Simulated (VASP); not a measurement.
# SiC (P6_3mc) in VASP: notebook, part 2 of 2

VASP 6.6.1. Earlier steps stand in the parts before.

### Step 3. Single point, PBE

This run uses another cell than the first one, of 10.34 Å³/atom, 1.010 times its volume.

INCAR

```
PREC     = Accurate       # precision mode
ENCUT    = 520            # plane-wave cutoff, eV
EDIFF    = 1E-6           # SCF threshold, eV
ISMEAR   = -1             # smearing method
SIGMA    = 0.02           # smearing width, eV
LREAL    = False          # projectors in reciprocal space
LASPH    = True           # aspherical terms in the spheres
NELM     = 80             # most SCF steps
ALGO     = Normal         # electronic algorithm
ISIF     = 2              # what is computed and relaxed
LWAVE    = False          # write WAVECAR
LCHARG   = False          # write CHGCAR
GGA      = PE             # functional
NBANDS   = 16             # bands
```

KPOINTS

```
Automatic mesh
0
Gamma
  12 12 6
```

POSCAR

```
SiC
1.0
    3.0753562392      0.0000000000      0.0000000000
   -1.5376781196      2.6633366288      0.0000000000
    0.0000000000      0.0000000000      5.0481080910
Si C
2 2
Direct
    0.3333333333      0.6666666667     -0.0004083989
    0.6666666667      0.3333333333      0.4995916011
    0.3333333333      0.6666666667      0.3754083989
    0.6666666667      0.3333333333      0.8754083989
```

Potentials or basis: VASP PAW PBE potentials, release 64 (Si, C).

Run with:

```console
> cat potpaw_PBE.64/Si/POTCAR potpaw_PBE.64/C/POTCAR > POTCAR
> mpirun -np 1 vasp_std > vasp.out
```

Run time: 21 s. Hardware: 1 thread of AMD EPYC 9R45 (Zen 5), shared host; peak memory 0.15 GiB.

It converged, with:

```yaml
Free_energy: -30.1031 eV
Pressure: 3.5 GPa
Largest_force: 0.003 eV/Å
Band_gap_on_the_k_mesh: 2.27 eV, indirect (least direct gap 3.97 eV)
```

Forces on the atoms (eV/Å):
```
Si   0.000  0.000  0.003
Si   0.000  0.000  0.003
C    0.000  0.000 -0.003
C    0.000  0.000 -0.003
```

Stress tensor (GPa, compression positive):
```
3.51 0.00 0.00
0.00 3.51 0.00
0.00 0.00 3.33
```

Levels at points of the mesh, in eV from the valence-band top:
| k point | band 5 | band 6 | band 7 | band 8 | band 9 | band 10 | band 11 | band 12 |
| --- | --- | --- | --- | --- | --- | --- | --- | --- |
| (0.00, 0.00, 0.00) | -1.32 | -0.11 | 0.00 | 0.00 | 4.81 | 6.21 | 6.67 | 6.67 |
| (0.50, 0.00, 0.00) | -5.43 | -3.32 | -3.29 | -1.20 | 2.78 | 4.22 | 6.88 | 7.13 |
| (0.00, 0.00, 0.50) | -0.71 | -0.71 | -0.71 | -0.71 | 5.90 | 5.90 | 7.35 | 7.35 |
| (0.50, 0.00, 0.50) | -2.44 | -2.44 | -2.33 | -2.33 | 3.29 | 3.29 | 5.26 | 5.26 |

A k mesh can miss the band edges. Expect the measured gap to be larger: semilocal functionals such as PBE lack the derivative discontinuity.

### Step 4. Single point, PBE (uniaxial z strain +1.0%)

INCAR

```
  PREC = Accurate
  ENCUT = 520
  EDIFF = 1E-6
  ISMEAR = -1
  SIGMA = 0.02
  LREAL = F
  LASPH = T
  NELM = 60
  ALGO = Normal
  ISIF = 2
  LWAVE = F
  LCHARG = T
  GGA = PE
  LELF = T
  LVHAR = T
  NBANDS = 16
```

KPOINTS

```
regular mesh
0
Gamma
  12 12 6
```

POSCAR

```
SiC
1.0
    3.0753562392      0.0000000000      0.0000000000
   -1.5376781196      2.6633366288      0.0000000000
    0.0000000000      0.0000000000      5.0985891719
Si C
2 2
Direct
    0.3333333333      0.6666666667      0.0000204990
    0.6666666667      0.3333333333      0.5000204990
    0.3333333333      0.6666666667      0.3749795010
    0.6666666667      0.3333333333      0.8749795010
```

Run with:

```console
> cat potpaw_PBE.64/Si/POTCAR potpaw_PBE.64/C/POTCAR > POTCAR
> mpirun -np 1 vasp_std > vasp.out
```

It took 20 s on 1 thread of AMD EPYC 9R45 (Zen 5), shared host; peak memory 0.15 GiB.

The run converged. Its results:

| Item | Value |
| --- | --- |
| Free energy | -30.1048 eV |
| Pressure | 1.3 GPa |
| Largest force | 0.014 eV/Å |
| Band gap on the k mesh | 2.22 eV, indirect (least direct gap 4.03 eV) |

Forces on the atoms (eV/Å):
```
Si   0.000  0.000  0.014
Si   0.000  0.000  0.014
C    0.000  0.000 -0.014
C    0.000  0.000 -0.014
```

Stress tensor (GPa, compression positive):
```
 2.99  0.00  0.00
 0.00  2.99  0.00
 0.00  0.00 -2.12
```

Levels at points of the mesh, in eV from the valence-band top:
| k point | band 6 | band 7 | band 8 | band 9 | band 10 | band 11 |
| --- | --- | --- | --- | --- | --- | --- |
| (0.00, 0.00, 0.00) | -0.20 | 0.00 | 0.00 | 4.86 | 5.92 | 6.67 |
| (0.50, 0.00, 0.00) | -3.29 | -3.27 | -1.22 | 2.82 | 4.12 | 6.79 |
| (0.00, 0.00, 0.50) | -0.68 | -0.68 | -0.68 | 5.91 | 5.91 | 7.35 |
| (0.50, 0.00, 0.50) | -2.42 | -2.40 | -2.40 | 3.21 | 3.21 | 5.17 |

Caveat: the cell differs from its parent crystal (uniaxial z strain +1.0%). A k mesh can miss the band edges.

### Step 5. Single point, PBE (uniaxial z strain +2.0%)

INCAR

```
SYSTEM = SiC
PREC     = Accurate       ! precision mode
ENCUT    = 520            ! plane-wave cutoff, eV
EDIFF    = 1E-6           ! SCF threshold, eV
ISMEAR   = -1             ! smearing method
SIGMA    = 0.02           ! smearing width, eV
LREAL    = .FALSE.        ! projectors in reciprocal space
LASPH    = .TRUE.         ! aspherical terms in the spheres
NELM     = 100            ! most SCF steps
ALGO     = Normal         ! electronic algorithm
ISIF     = 2              ! what is computed and relaxed
LWAVE    = .FALSE.        ! write WAVECAR
LCHARG   = .FALSE.        ! write CHGCAR
GGA      = PE             ! functional
NBANDS   = 16             ! bands
```

KPOINTS

```
regular mesh
0
G
  12 12 6
  0 0 0
```

POSCAR

```
SiC
1.0
    3.0753562392      0.0000000000      0.0000000000
   -1.5376781196      2.6633366288      0.0000000000
    0.0000000000      0.0000000000      5.1490702528
Si C
2 2
Direct
    0.3333333333      0.6666666667      0.0003593547
    0.6666666667      0.3333333333      0.5003593547
    0.3333333333      0.6666666667      0.3746406453
    0.6666666667      0.3333333333      0.8746406453
```

Run with:

```console
> cat potpaw_PBE.64/Si/POTCAR potpaw_PBE.64/C/POTCAR > POTCAR
> mpirun -np 1 vasp_std > vasp.out
```

Wall time 20 s (1 thread of AMD EPYC 9R45 (Zen 5), shared host); peak memory 0.15 GiB.

Results (log left out):

```
Free energy            : -30.0928 eV
Pressure               : -0.8 GPa
Largest force          : 0.024 eV/Å
Band gap on the k mesh : 2.18 eV, indirect (least direct gap 4.09 eV)
```

Forces in eV/Å, atoms in the order of the input:
```
Si   0.000  0.000  0.024
Si   0.000  0.000  0.024
C    0.000  0.000 -0.024
C    0.000  0.000 -0.024
```

Stress tensor (GPa, compression positive):
```
 2.53  0.00  0.00
 0.00  2.53  0.00
 0.00  0.00 -7.32
```

Levels at points of the mesh, in eV from the valence-band top:
```
           k point  band 4  band 5  band 6  band 7  band 8  band 9  band 10  band 11  band 12  band 13
(0.00, 0.00, 0.00)   -1.22   -1.22   -0.28    0.00    0.00    4.91     5.62     6.67     6.67     7.55
(0.50, 0.00, 0.00)   -6.39   -5.40   -3.28   -3.21   -1.24    2.85     4.02     6.69     7.06     9.45
(0.00, 0.00, 0.50)   -4.62   -0.66   -0.66   -0.66   -0.66    5.92     5.92     7.35     7.35     7.35
(0.50, 0.00, 0.50)   -8.21   -2.45   -2.45   -2.39   -2.39    3.13     3.13     5.08     5.08    10.13
```

Caveat: the cell differs from its parent crystal (uniaxial z strain +2.0%). A k mesh can miss the band edges.

### Step 6. Single point, PBE (uniaxial z strain +3.0%)

INCAR

```
SYSTEM = SiC
  PREC = Accurate
  ENCUT = 520
  EDIFF = 1E-6
  ISMEAR = -1
  SIGMA = 0.02
  LREAL = .False.
  LASPH = .True.
  NELM = 60
  ALGO = Normal
  ISIF = 2
  LWAVE = .False.
  LCHARG = .True.
  GGA = PE
  LELF = .True.
  LVHAR = .True.
  NBANDS = 16
```

KPOINTS

```
Automatic mesh
0
Gamma
  12 12 6
  0 0 0
```

POSCAR

```
SiC
1.0
    3.0753562392      0.0000000000      0.0000000000
   -1.5376781196      2.6633366288      0.0000000000
    0.0000000000      0.0000000000      5.1995513337
Si C
2 2
Direct
    0.3333333333      0.6666666667      0.0006052766
    0.6666666667      0.3333333333      0.5006052766
    0.3333333333      0.6666666667      0.3743947234
    0.6666666667      0.3333333333      0.8743947234
```

Potentials or basis: VASP PAW PBE potentials, release 64 (Si, C).

Run with:

```console
> cat potpaw_PBE.64/Si/POTCAR potpaw_PBE.64/C/POTCAR > POTCAR
> mpirun -np 1 vasp_std > vasp.out
```

Run time: 21 s. Hardware: 1 thread of AMD EPYC 9R45 (Zen 5), shared host; peak memory 0.15 GiB.

The run converged. Its results:

```
Free energy            : -30.0677 eV
Pressure               : -2.7 GPa
Largest force          : 0.034 eV/Å
Band gap on the k mesh : 2.14 eV, indirect (least direct gap 4.15 eV)
```

Forces on the atoms (eV/Å):
```
Si   0.000  0.000  0.034
Si   0.000  0.000  0.034
C    0.000  0.000 -0.034
C    0.000  0.000 -0.034
```

Stress tensor (GPa, compression positive):
```
  2.14   0.00   0.00
  0.00   2.14   0.00
  0.00   0.00 -12.26
```

Levels at points of the mesh, in eV from the valence-band top:
```
           k point  band 5  band 6  band 7  band 8  band 9  band 10  band 11  band 12
(0.00, 0.00, 0.00)   -1.17   -0.35    0.00    0.00    4.97     5.31     6.67     6.67
(0.50, 0.00, 0.00)   -5.37   -3.27   -3.16   -1.26    2.89     3.93     6.59     7.03
(0.00, 0.00, 0.50)   -0.63   -0.63   -0.63   -0.63    5.93     5.93     7.34     7.34
(0.50, 0.00, 0.50)   -2.51   -2.51   -2.37   -2.37    3.05     3.05     5.01     5.01
```

Caveat: the cell differs from its parent crystal (uniaxial z strain +3.0%). A k mesh can miss the band edges.

### Step 7. Summary

| cell | gap on the mesh (eV) | pressure (GPa) | largest force (eV/Å) |
| --- | --- | --- | --- |
| a = 3.075, b = 3.075, c = 4.998 Å, angles 90.0, 90.0, 120.0°, 4 atoms | 2.33 | 5.8 | 0.01 |
| a = 3.075, b = 3.075, c = 5.048 Å, angles 90.0, 90.0, 120.0°, 4 atoms | 2.27 | 3.5 | - |
| a = 3.075, b = 3.075, c = 5.099 Å, angles 90.0, 90.0, 120.0°, 4 atoms | 2.22 | 1.3 | 0.01 |
| a = 3.075, b = 3.075, c = 5.149 Å, angles 90.0, 90.0, 120.0°, 4 atoms | 2.18 | -0.8 | 0.02 |
| a = 3.075, b = 3.075, c = 5.200 Å, angles 90.0, 90.0, 120.0°, 4 atoms | 2.14 | -2.7 | 0.03 |

Alike in all rows: task single point; level PBE; potentials or basis VASP PAW PBE potentials, release 64 (Si, C); no spin polarisation; k mesh 12 × 12 × 6; cutoff (eV) 520; smearing fermi-dirac 0.02 eV.

Absolute energies hang on the potentials; compare differences alone.
